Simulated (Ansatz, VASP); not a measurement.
## HgTe: VASP beside Ansatz

INCAR

```
  PREC = Accurate
  ENCUT = 500
  EDIFF = 1E-6
  ISMEAR = 0
  SIGMA = 0.02
  LREAL = F
  LASPH = T
  NELM = 120
  ALGO = Normal
  ISIF = 2
  LWAVE = F
  LCHARG = F
  GGA = PE
  NBANDS = 16
  GGA_COMPAT = F
```

The input KPOINTS:

```
regular mesh
0
Gamma
  6 6 6
```

File POSCAR:

```
HgTe
1.0
    0.0000000000      3.1800000000      3.1800000000
    3.1800000000      0.0000000000      3.1800000000
    3.1800000000      3.1800000000      0.0000000000
Hg Te
1 1
Direct
    0.0000000000      0.0000000000      0.0000000000
    0.7500000000      0.7500000000      0.7500000000
```

Input for Ansatz:

```yaml
crystal:
  lattice:
    - [0.0, 3.18, 3.18]
    - [3.18, 0.0, 3.18]
    - [3.18, 3.18, 0.0]
  atoms:
    - { symbol: Hg, position: [0.0, 0.0, 0.0] }
    - { symbol: Te, position: [0.75, 0.75, 0.75] }
hamiltonian:
  xc: pbe
  pseudopotentials: { kind: paw }
basis:
  ecutwfc: 420
kpoints:
  mp_grid: { grid: [6, 6, 6] }
scf:
  occupations: { method: gaussian, width: 0.02 }
  lower_state_search: "off"
output:
  forces: true
  stress: true
  write_density: true
  write_potential: true
  elf: true
  volumetric_format: npy
```

Alike in both runs: task single point; functional PBE; k mesh 6 × 6 × 6; occupations gaussian, width 0.02 eV; no spin polarisation.

|  | VASP | Ansatz |
| --- | --- | --- |
| version | VASP 6.6.1 | Ansatz 0.2.0 |
| potentials or method | VASP PAW PBE potentials, release 64 (Hg, Te), cutoff 500 eV | PAW, plane waves, scalar-relativistic |
| valence electrons in the cell | 18 | 36 |

|  | VASP | Ansatz | Ansatz less VASP |
| --- | --- | --- | --- |
| pressure (GPa) | 6.7 | 6.6 | -0.10 |

VASP's potentials hold 18 valence electrons a cell and Ansatz's 36, so a difference there can come from the potentials and not from the codes.

Neither program's run includes spin-orbit coupling.
